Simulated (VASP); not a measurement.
CaO, 2 atoms in the cell. Symmetry: I4mm, No. 107, tetragonal system. Conventional cell: a = 3.463 Å, b = 3.463 Å, c = 4.898 Å, α = 90.00°, β = 90.00°, γ = 90.00°. Within 2.9 Å of Ca (site symmetry 4mm) lie 6 O at 2.20 to 2.70 Å. Within 2.9 Å of O (site symmetry 4mm) lie 6 Ca at 2.20 to 2.70 Å.  This cell differs from its parent crystal: all Ca atoms moved -0.250 Å, as atom 1 along Cartesian [1 0 0].

* Program: VASP 6.6.1
* Task: single point
* Functional: PBE
* Potentials or basis: VASP PAW PBE potentials, release 64 (Ca_sv, O)
* Cutoff: 520 eV
* k mesh: 8 × 8 × 8
* Occupations: gaussian, width 0.05 eV
* Spin: no spin polarisation
* Dipole correction: no
* Further INCAR settings: ALGO = Normal; EDIFF = 1e-06; NBANDS = 15

Potentials or basis: VASP PAW PBE potentials, release 64 (Ca_sv, O).

Launch:

```sh
$ cat potpaw_PBE.64/Ca_sv/POTCAR potpaw_PBE.64/O/POTCAR > POTCAR
$ mpirun -np 1 vasp_std > vasp.out
```

Hardware: 1 thread of AMD EPYC 9R45 96-Core Processor (Zen 5) (shared host).

**Question.** Estimate the wall time of this run.

**Answer.** It took 12 s on 1 thread of AMD EPYC 9R45 96-Core Processor (Zen 5), with other jobs on the host, peak memory 0.14 GiB. Counts: scf iterations 13, k points 59.
